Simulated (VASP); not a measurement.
A run of VASP 6.6.1 is set up as follows.

File INCAR:

```
PREC = Accurate
ENCUT = 520
EDIFF = 1E-6
ISMEAR = -1
SIGMA = 0.02
LREAL = False
LASPH = True
NELM = 100
ALGO = Normal
ISIF = 2
LWAVE = False
LCHARG = False
GGA = PE
NBANDS = 46
```

KPOINTS

```
Automatic mesh
0
Gamma
  6 6 6
```

The input POSCAR:

```
In3GaAs4
1.0
   -2.9764043669      2.9764043669      5.9459921256
    2.9764043669     -2.9764043669      5.9459921256
    2.9764043669      2.9764043669     -5.9459921256
Ga As In
1 4 3
Direct
    0.0000000000      0.0000000000      0.0000000000
    0.3575207115      0.3575207115      0.4749475594
    0.1174268479      0.6424792885      0.0000000000
    0.8825731521      0.8825731521      0.5250524406
    0.6424792885      0.1174268479      0.0000000000
    0.7500000000      0.2500000000      0.5000000000
    0.5000000000      0.5000000000      0.0000000000
    0.2500000000      0.7500000000      0.5000000000
```

Potentials or basis: VASP PAW PBE potentials, release 64 (Ga_d, As, In_d).

Launch:

```bash
$ cat potpaw_PBE.64/Ga_d/POTCAR potpaw_PBE.64/As/POTCAR potpaw_PBE.64/In_d/POTCAR > POTCAR
$ mpirun -np 1 vasp_std > vasp.out
```

(1) Estimate the largest force.

(2) Predict the band gap on the k mesh.

(3) What does it give for the pressure?

## Answers

(1) 0.029 eV/Å.

(2) zero (filled and empty bands touch).

(3) 3.8 GPa.

Caveat: the cell stands under pressure; semilocal functionals underestimate gaps, and a narrow one can read as zero; spin-orbit coupling is left out, which moves the levels of the heavy elements.
